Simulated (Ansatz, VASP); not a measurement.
# MnO: VASP beside Ansatz

```xyz
2
Lattice="2.9695 0.0000 0.0000 -1.4847 2.5717 0.0000 0.0000 0.0000 2.8981" Properties=species:S:1:pos:R:3 pbc="T T T"
Mn    0.0000    0.0000    0.0000
O     1.4847    0.8572    1.4490
```

Alike in both runs: task single point; functional r2SCAN; k mesh 7 × 7 × 7; occupations gaussian, width 0.05 eV; collinear spin; Hubbard terms Mn d U = 4.0 eV.

```csv
,VASP,Ansatz
version,VASP 6.6.1,Ansatz 0.2.0
potentials or method,"VASP PAW PBE potentials, release 64 (Mn_pv, O), cutoff 520 eV","scalar-relativistic, plane waves, PAW"
valence electrons in the cell,19,21
```

|  | VASP | Ansatz | Ansatz less VASP |
| --- | --- | --- | --- |
| gap on the k mesh at the Fermi level (eV) | 0.73 | 0.67 | -0.068 |
| least direct gap on the mesh (eV) | 1.35 | 1.30 | -0.054 |
| pressure (GPa) | 2.3 | 3.7 | +1.33 |
| traceless stress, the component that is largest in VASP (GPa) | -14.62 | -14.52 | +0.100 |
| net moment per atom (μB) | 2.50 | 2.50 | 0.000 |
| size of the moment on the site where the two differ most (μB) | 4.65 | 4.33 | -0.315 |

VASP's potentials were made for PBE, not for r2SCAN. Site moments also hang on the region over which each program counts them. The programs project onto different local orbitals, so the same U acts differently, and such runs can settle in different states. VASP's potentials hold 19 valence electrons a cell and Ansatz's 21, so a difference there can come from the potentials and not from the codes. Ansatz's warnings: stability check not made.
